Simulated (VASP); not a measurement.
Here is a VASP 6.6.1 calculation.

The input INCAR:

```
SYSTEM = LiMgBN2
  ALGO = Normal
  EDIFF = 1E-7
  EDIFFG = -0.005
  ENCUT = 600
  GGA = PE
  IBRION = 2
  ISIF = 3
  ISMEAR = 0
  LASPH = .TRUE.
  LCHARG = .FALSE.
  LREAL = .FALSE.
  LWAVE = .FALSE.
  NELM = 100
  NSW = 100
  PREC = Accurate
  SIGMA = 0.02
```

File KPOINTS:

```
k-points
0
G
  8 8 8
  0 0 0
```

The input POSCAR:

```
LiMgBN2
1.0
   -1.9096560000      1.9096560000      4.4435220000
    1.9096560000     -1.9096560000      4.4435220000
    1.9096560000      1.9096560000     -4.4435220000
Li Mg B N
1 1 1 2
Direct
    0.2500000000      0.7500000000      0.5000000000
    0.7500000000      0.2500000000      0.5000000000
    0.5000000000      0.5000000000      0.0000000000
    0.6512635000      0.6512635000      0.0000000000
    0.3487365000      0.3487365000      0.0000000000
```

Potentials or basis: VASP PAW PBE potentials, release 64 (Li_sv, Mg, B, N).

Command:

```console
$ cat potpaw_PBE.64/Li_sv/POTCAR potpaw_PBE.64/Mg/POTCAR potpaw_PBE.64/B/POTCAR potpaw_PBE.64/N/POTCAR > POTCAR
$ mpirun -np 1 vasp_std > vasp.out
```

Predict the band gap on the k mesh.

2.63 eV (least direct gap 3.56 eV).

What does it give for the space group after relaxing (to 0.1 Å)?

I-4m2 (No. 119).

Estimate the relaxed volume.

12.84 Å³/atom.

Final structure:
```
Li Mg B N
1.0
    -1.90058    1.90058    4.44438
     1.90058   -1.90058    4.44438
     1.90058    1.90058   -4.44438
Li Mg B N
1 1 1 2
Direct
  0.25000 0.75000 0.50000
  0.75000 0.25000 0.50000
  0.50000 0.50000 0.00000
  0.65121 0.65121 0.00000
  0.34879 0.34879 0.00000
```

Caveat: the cutoff is under 1.25 times the usual one of these potentials, so pressure, stress and relaxed cells hold a basis-set (Pulay) error. A k mesh can miss the band edges.
